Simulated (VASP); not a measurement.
# MgO (Periclase) in VASP: a series of runs

MgO (Periclase) is run at these levels: PBE; tasks: relaxation of the atoms.

Program: VASP 6.6.1. These are calculated values, not measurements. Logs are shortened: lines on timing, memory, paths and dates and some standing lists are left out, and cuts for length are marked.

## 1. The cell of the first run

It takes space group Fm-3m (No. 225, cubic). Conventional cell: a = 4.037 Å, b = 4.037 Å, c = 4.037 Å, α = 90.00°, β = 90.00°, γ = 90.00°. Mg (site symmetry m-3m) has 6 O at 2.02 Å within 2.7 Å. Within 2.7 Å of O (site symmetry m-3m) lie 6 Mg at 2.02 Å.

## 2. Relaxation of the atoms, PBE

The input, INCAR:

```
SYSTEM = MgO
ALGO = Normal
EDIFF = 1E-7
EDIFFG = -0.02
ENCUT = 520
GGA = PE
IBRION = 2
ISIF = 2
ISMEAR = -1
LASPH = .True.
LCHARG = .False.
LREAL = .False.
LWAVE = .False.
NELM = 100
NSW = 80
PREC = Accurate
SIGMA = 0.02
```

The input, KPOINTS:

```
k-points
0
Gamma
  13 13 13
  0 0 0
```

The input, POSCAR:

```
MgO
1.0
    0.0000000000      2.0185000000      2.0185000000
    2.0185000000      0.0000000000      2.0185000000
    2.0185000000      2.0185000000      0.0000000000
Mg O
1 1
Direct
    0.0000000000      0.0000000000      0.0000000000
    0.5000000000      0.5000000000      0.5000000000
```

Potentials or basis: VASP PAW PBE potentials, release 64 (Mg, O).

Command:

```console
$ cat potpaw_PBE.64/Mg/POTCAR potpaw_PBE.64/O/POTCAR > POTCAR
$ mpirun -np 1 vasp_std > vasp.out
```

OUTCAR:

```text
SYSTEM = MgO
   EDIFF = 1E-7
   EDIFFG = -0.02
   ENCUT = 520
   GGA = PE
   IBRION = 2
   ISIF = 2
   ISMEAR = -1
   LASPH = .True.
   LREAL = .False.
   NELM = 100
   NSW = 80
   PREC = Accurate

 ion  position               nearest neighbor table
   1  0.000  0.000  0.000-   2 2.02   2 2.02   2 2.02   2 2.02   2 2.02   2 2.02
   2  0.500  0.500  0.500-   1 2.02   1 2.02   1 2.02   1 2.02   1 2.02   1 2.02

  LATTYP: Found a face centered cubic cell.
 ALAT       =     4.0370000000

  Lattice vectors:

 A1 = (   0.0000000000,   2.0185000000,   2.0185000000)
 A2 = (   2.0185000000,   0.0000000000,   2.0185000000)
 A3 = (   2.0185000000,   2.0185000000,   0.0000000000)

Analysis of symmetry for initial positions (statically):
=====================================================================
 Subroutine PRICEL returns:
 Original cell was already a primitive cell.

 Routine SETGRP: Setting up the symmetry group for a
 face centered cubic supercell.

 Subroutine GETGRP returns: Found 48 space group operations
 (whereof 48 operations were pure point group operations)
 out of a pool of 48 trial point group operations.

The static configuration has the point symmetry O_h .

Analysis of symmetry for dynamics (positions and initial velocities):
=====================================================================
 Subroutine PRICEL returns:
 Original cell was already a primitive cell.

 Routine SETGRP: Setting up the symmetry group for a
 face centered cubic supercell.

 Subroutine GETGRP returns: Found 48 space group operations
 (whereof 48 operations were pure point group operations)
 out of a pool of 48 trial point group operations.

The dynamic configuration has the point symmetry O_h .

 Subroutine INISYM returns: Found 48 space group operations
 (whereof 48 operations are pure point group operations),
 and found     1 'primitive' translations

----------------------------------------------------------------------------------------

                                     Primitive cell

  volume of cell :      16.4481

  direct lattice vectors                    reciprocal lattice vectors
     0.000000000  2.018500000  2.018500000    -0.247708695  0.247708695  0.247708695
     2.018500000  0.000000000  2.018500000     0.247708695 -0.247708695  0.247708695
     2.018500000  2.018500000  0.000000000     0.247708695  0.247708695 -0.247708695

  length of vectors
     2.854590076  2.854590076  2.854590076     0.429044044  0.429044044  0.429044044

  position of ions in fractional coordinates (direct lattice)
     0.000000000  0.000000000  0.000000000
     0.500000000  0.500000000  0.500000000

  ion indices of the primitive-cell ions
   primitive index   ion index
                 1           1
                 2           2

----------------------------------------------------------------------------------------

 KPOINTS: k-points

Automatic generation of k-mesh.
 Grid dimensions read from file:
 generate k-points for:   13   13   13

 Generating k-lattice:

  Cartesian coordinates                     Fractional coordinates (reciprocal lattice)
    -0.019054515  0.019054515  0.019054515     0.076923077  0.000000000  0.000000000
     0.019054515 -0.019054515  0.019054515     0.000000000  0.076923077  0.000000000
     0.019054515  0.019054515 -0.019054515     0.000000000  0.000000000  0.076923077

  Length of vectors
     0.033003388  0.033003388  0.033003388

  Shift w.r.t. Gamma in fractional coordinates (k-lattice)
     0.000000000  0.000000000  0.000000000

 Subroutine IBZKPT returns following result:
 ===========================================

 Found     84 irreducible k-points:

 Following reciprocal coordinates:
            Coordinates               Weight
  0.000000  0.000000  0.000000      1.000000
  0.076923  0.000000  0.000000      8.000000
  0.153846  0.000000  0.000000      8.000000
  0.230769  0.000000  0.000000      8.000000
  0.307692  0.000000  0.000000      8.000000
  0.384615  0.000000  0.000000      8.000000
[... 16 lines left out ...]
  0.384615  0.153846  0.000000     24.000000
  0.461538  0.153846  0.000000     24.000000
 [... further k-points ...]
   k-points           NKPTS =     84   k-points in BZ     NKDIM =     84   number of bands    NBANDS=      8
   number of dos      NEDOS =    301   number of ions     NIONS =      2
   total plane-waves  NPLWV =  13824
   dimension x,y,z NGX =    24 NGY =   24 NGZ =   24
   dimension x,y,z NGXF=    48 NGYF=   48 NGZF=   48
   ions per type =               1   1
   NGX,Y,Z   is equivalent  to a cutoff of  13.98, 13.98, 13.98 a.u.
   NGXF,Y,Z  is equivalent  to a cutoff of  27.95, 27.95, 27.95 a.u.
 SYSTEM =  MgO
   PREC   = accura    normal or accurate (medium, high low for compatibility)
   ISTART =      0    job   : 0-new  1-cont  2-samecut
   ICHARG =      2    charge: 1-file 2-atom 10-const
   ISPIN  =      1    spin polarized calculation?
   LNONCOLLINEAR =      F non collinear calculations
   LSORBIT =      F    spin-orbit coupling
   LASPH  =      T    aspherical Exc in radial PAW
   ENCUT  =  520.0 eV  38.22 Ry    6.18 a.u.   5.31  5.31  5.31*2*pi/ulx,y,z
   NELM   =    100;   NELMIN=  2; NELMDL= -5     # of ELM steps
   EDIFF  = 0.1E-06   stopping-criterion for ELM
   LREAL  =      F    real-space projection
   EDIFFG = -.2E-01   stopping-criterion for IOM
   NSW    =     80    number of steps for IOM
   IBRION =      2    ionic relax: 0-MD 1-quasi-New 2-CG
   NFREE  =      1    steps in history (QN), initial steepest desc. (CG)
   ISIF   =      2    stress and relaxation
   ISYM   =      2    0-nonsym 1-usesym 2-fastsym
   POTIM  = 0.5000    time-step for ionic-motion
   TEBEG  =    0.0;   TEEND  =   0.0 temperature during run
   PSTRESS=    0.0 pullay stress
   NELECT =       8.0000    total number of electrons
   NUPDOWN=      -1.0000    fix difference up-down
   EMIN   =  10.00;   EMAX   =-10.00  energy-range for DOS
   EFERMI =   0.00;   METHOD = LEGACY
   ISMEAR =    -1;   SIGMA  =   0.02  broadening in eV -4-tet -1-fermi 0-gaus
   EFERMI_NEDOS =   21; number of points for ismear=-14 and -15
   IALGO  =     38    algorithm
   IMIX   =      4    mixing-type and parameters
     AMIX     =   0.40;   BMIX     =  1.00
     AMIX_MAG =   1.60;   BMIX_MAG =  1.00
  volume/ion in A,a.u.               =       8.22        55.50
  Fermi-wavevector in a.u.,A,eV,Ry     =   1.287457  2.432941 22.552277  1.657546
  Thomas-Fermi vector in A             =   2.419470
   LORBIT       =      0    0 simple, 1 ext, 2 COOP (PROOUT), +10 PAW based schemes
   GGA     = PE    functional components
   LHFCALC =     F    Hartree Fock is set to
   AEXX    =    0.0000 exact exchange contribution
   IVDW    =     0    specifies the selected vdW correction
   LEPSILON=     F    determine dielectric tensor
   LRPA    =     F    only Hartree local field effects (RPA)
 conjugate gradient relaxation of ions
 non-spin polarized calculation
  energy-cutoff  :      520.00
  volume of cell :       16.45
 maximum number of plane-waves:       459
 NGX is ok and might be reduce to    24
   NGX = 11   NGY = 11   NGZ = 11

 number of electron       7.9999999 magnetization

 Free energy of the ion-electron system (eV)
  ---------------------------------------------------
  ext. energy  EPLUGINS =         0.00000000
  ---------------------------------------------------
  free energy    TOTEN  =       -11.67343911 eV

  energy without entropy =      -11.67343911  energy(sigma->0) =      -11.67343911

 E-fermi :   4.5698     XC(G=0): -11.6983

 val. band max:        4.2129190634   @ k =   0.0000   0.0000   0.0000
 cond. band min:      10.2823712763   @ k =   0.0000   0.0000   0.0000
 fundamental gap:      6.0694522130
 Fermi energy:         4.5698410760

 k-point     1 :       0.0000    0.0000    0.0000
  band No.  band energies     occupation
      1     -13.7562      2.00000
      2       4.2129      2.00000
      3       4.2129      2.00000
      4       4.2129      2.00000
      5      10.2824      0.00000
      6      20.7265      0.00000
      7      20.7265      0.00000
      8      20.7265      0.00000

 k-point     2 :       0.0769    0.0000    0.0000
  band No.  band energies     occupation
      1     -13.6781      2.00000
      2       3.7925      2.00000
      3       4.1620      2.00000
      4       4.1620      2.00000
      5      10.6653      0.00000
      6      19.8498      0.00000
      7      20.9022      0.00000
      8      20.9022      0.00000

 k-point     3 :       0.1538    0.0000    0.0000
  band No.  band energies     occupation
      1     -13.4549      2.00000
      2       2.7926      2.00000
      3       4.0241      2.00000
      4       4.0241      2.00000
      5      11.5231      0.00000
      6      18.5490      0.00000
      7      21.3552      0.00000
      8      21.3552      0.00000

 k-point     4 :       0.2308    0.0000    0.0000
  band No.  band energies     occupation
      1     -13.1183      2.00000
      2       1.5985      2.00000
      3       3.8372      2.00000
      4       3.8372      2.00000
      5      12.3733      0.00000
      6      17.7197      0.00000
      7      21.8376      0.00000
      8      21.8376      0.00000

 k-point     5 :       0.3077    0.0000    0.0000
  band No.  band energies     occupation
      1     -12.7270      2.00000
      2       0.4623      2.00000
      3       3.6473      2.00000
      4       3.6473      2.00000
      5      12.8618      0.00000
      6      17.5809      0.00000
      7      22.0329      0.00000
      8      22.0329      0.00000
[... 177 lines left out ...]
 k-point    22 :       0.3077    0.1538    0.0000
  band No.  band energies     occupation
      1     -12.7911      2.00000
      2       1.0686      2.00000
      3       3.3386      2.00000
      4       3.4541      2.00000
      5      13.5043      0.00000
      6      16.4894      0.00000
      7      21.3173      0.00000
      8      22.6225      0.00000

 k-point    23 :       0.3846    0.1538    0.0000
  band No.  band energies     occupation
      1     -12.4412      2.00000
      2       0.2367      2.00000
      3       3.0182      2.00000
      4       3.3126      2.00000
      5      13.8925      0.00000
      6      16.8147      0.00000
      7      20.6372      0.00000
      8      22.7102      0.00000

 k-point    24 :       0.4615    0.1538    0.0000
  band No.  band energies     occupation
      1     -12.1558      2.00000
      2      -0.3746      2.00000
      3       2.7362      2.00000
      4       3.2391      2.00000
      5      13.9705      0.00000
      6      17.5012      0.00000
      7      20.1872      0.00000
      8      22.6338      0.00000

 [... further k-points ...]

------------------------ aborting loop because EDIFF is reached ----------------------------------------

  FORCE on cell =-STRESS in cart. coord.  units (eV):
  Direction    XX          YY          ZZ          XY          YZ          ZX
  --------------------------------------------------------------------------------------
  -------------------------------------------------------------------------------------
  Total        3.2583620      3.2583620      3.2583620      0.0000000      0.0000000     -0.0000000
  in kB      317.3903018    317.3903018    317.3903018      0.0000000      0.0000000     -0.0000000
  external PRESSURE =     317.3903018 kB  Pullay stress =       0.0000000 kB

 VOLUME and BASIS-vectors are now :
 -----------------------------------------------------------------------------
  energy-cutoff  :      520.00
  volume of cell :       16.45
      direct lattice vectors                 reciprocal lattice vectors
     0.000000000  2.018500000  2.018500000    -0.247708695  0.247708695  0.247708695
     2.018500000  0.000000000  2.018500000     0.247708695 -0.247708695  0.247708695
     2.018500000  2.018500000  0.000000000     0.247708695  0.247708695 -0.247708695

 POSITION                                       TOTAL-FORCE (eV/Angst)
 -----------------------------------------------------------------------------------
      0.00000      0.00000      0.00000        -0.000000     -0.000000      0.000000
      2.01850      2.01850      2.01850         0.000000      0.000000      0.000000
 -----------------------------------------------------------------------------------
    total drift:                               -0.000000     -0.000000      0.000000

  FREE ENERGIE OF THE ION-ELECTRON SYSTEM (eV)
  ---------------------------------------------------
  free  energy   TOTEN  =       -11.6734391115 eV

  energy  without entropy=      -11.6734391115  energy(sigma->0) =      -11.67343911

 reached required accuracy - stopping structural energy minimisation
```

It took 5 s on 1 thread of Intel Xeon 6975P-C (Granite Rapids), shared host; peak memory 0.14 GiB.

Results:

```yaml
Free_energy: -11.6734 eV
Pressure_after_relaxing: 31.7 GPa
Band_gap_on_the_k_mesh: 6.07 eV, direct
```

Final structure:
```
Mg O
1.0
     0.00000    2.01850    2.01850
     2.01850    0.00000    2.01850
     2.01850    2.01850    0.00000
Mg O
1 1
Direct
  0.00000 0.00000 0.00000
  0.50000 0.50000 0.50000
```

Levels at points of the mesh, in eV from the valence-band top:
| k point | band 2 | band 3 | band 4 | band 5 | band 6 | band 7 |
| --- | --- | --- | --- | --- | --- | --- |
| (0.00, 0.00, 0.00) | 0.00 | 0.00 | 0.00 | 6.07 | 16.51 | 16.51 |

Caveat: the relaxation stopped at its first step, so nothing moved. A k mesh can miss the band edges.

## 3. Relaxation of the atoms, PBE (z stretched by +3 %)

The input, INCAR:

```
SYSTEM = MgO
  ALGO = Normal
  EDIFF = 1E-6
  EDIFFG = -0.02
  ENCUT = 520
  GGA = PE
  IBRION = 2
  ISIF = 2
  ISMEAR = -1
  LASPH = .True.
  LCHARG = .False.
  LREAL = .False.
  LWAVE = .False.
  NELM = 100
  NSW = 80
  PREC = Accurate
  SIGMA = 0.02
```

KPOINTS is that of step 2.

The input, POSCAR:

```
MgO
1.0
    0.0000000000      2.0185000000      2.0790550000
    2.0185000000      0.0000000000      2.0790550000
    2.0185000000      2.0185000000      0.0000000000
Mg O
1 1
Direct
    0.0000000000      0.0000000000      0.0000000000
    0.5000000000      0.5000000000      0.5000000000
```

Potentials or basis: VASP PAW PBE potentials, release 64 (Mg, O).

Command:

```console
$ cat potpaw_PBE.64/Mg/POTCAR potpaw_PBE.64/O/POTCAR > POTCAR
$ mpirun -np 1 vasp_std > vasp.out
```

OUTCAR:

```text
SYSTEM = MgO
   EDIFF = 1E-6
   EDIFFG = -0.02
   ENCUT = 520
   GGA = PE
   IBRION = 2
   ISIF = 2
   ISMEAR = -1
   LASPH = .True.
   LREAL = .False.
   NELM = 100
   NSW = 80
   PREC = Accurate

 ion  position               nearest neighbor table
   1  0.000  0.000  0.000-   2 2.02   2 2.02   2 2.02   2 2.02   2 2.08   2 2.08
   2  0.500  0.500  0.500-   1 2.02   1 2.02   1 2.02   1 2.02   1 2.08   1 2.08

  LATTYP: Found a body centered tetragonal cell.
 ALAT       =     2.8545900757
[... 457 lines left out ...]

  FORCE on cell =-STRESS in cart. coord.  units (eV):
  Direction    XX          YY          ZZ          XY          YZ          ZX
  --------------------------------------------------------------------------------------
  -------------------------------------------------------------------------------------
  Total        2.9348025      2.9348025      1.8746124      0.0000000     -0.0000000      0.0000000
  in kB      277.5466413    277.5466413    177.2836102      0.0000000     -0.0000000      0.0000000
  external PRESSURE =     244.1256309 kB  Pullay stress =       0.0000000 kB

 VOLUME and BASIS-vectors are now :
 -----------------------------------------------------------------------------
  energy-cutoff  :      520.00
  volume of cell :       16.94
      direct lattice vectors                 reciprocal lattice vectors
     0.000000000  2.018500000  2.079055000    -0.247708695  0.247708695  0.240493878
     2.018500000  0.000000000  2.079055000     0.247708695 -0.247708695  0.240493878
     2.018500000  2.018500000  0.000000000     0.247708695  0.247708695 -0.240493878

 POSITION                                       TOTAL-FORCE (eV/Angst)
 -----------------------------------------------------------------------------------
      0.00000      0.00000      0.00000         0.000000     -0.000000      0.000000
      2.01850      2.01850      2.07905        -0.000000      0.000000      0.000000
 -----------------------------------------------------------------------------------
    total drift:                               -0.000000     -0.000000      0.000000

  FREE ENERGIE OF THE ION-ELECTRON SYSTEM (eV)
  ---------------------------------------------------
  free  energy   TOTEN  =       -11.7491763496 eV

  energy  without entropy=      -11.7491763496  energy(sigma->0) =      -11.74917635

 reached required accuracy - stopping structural energy minimisation
```

It took 11 s on 1 thread of Intel Xeon 6975P-C (Granite Rapids), shared host; peak memory 0.16 GiB.

What came out:

* Free energy: -11.7492 eV
* Pressure after relaxing: 24.4 GPa
* Band gap on the k mesh: 5.70 eV, direct

Final structure:
```xyz
2
Lattice="0.0000 2.0185 2.0791 2.0185 0.0000 2.0791 2.0185 2.0185 0.0000" Properties=species:S:1:pos:R:3 pbc="T T T"
Mg    0.0000    0.0000    0.0000
O     2.0185    2.0185    2.0791
```

Caveat: the cell differs from its parent crystal (z stretched by +3 %); the relaxation stopped at its first step, so nothing moved. A k mesh can miss the band edges.
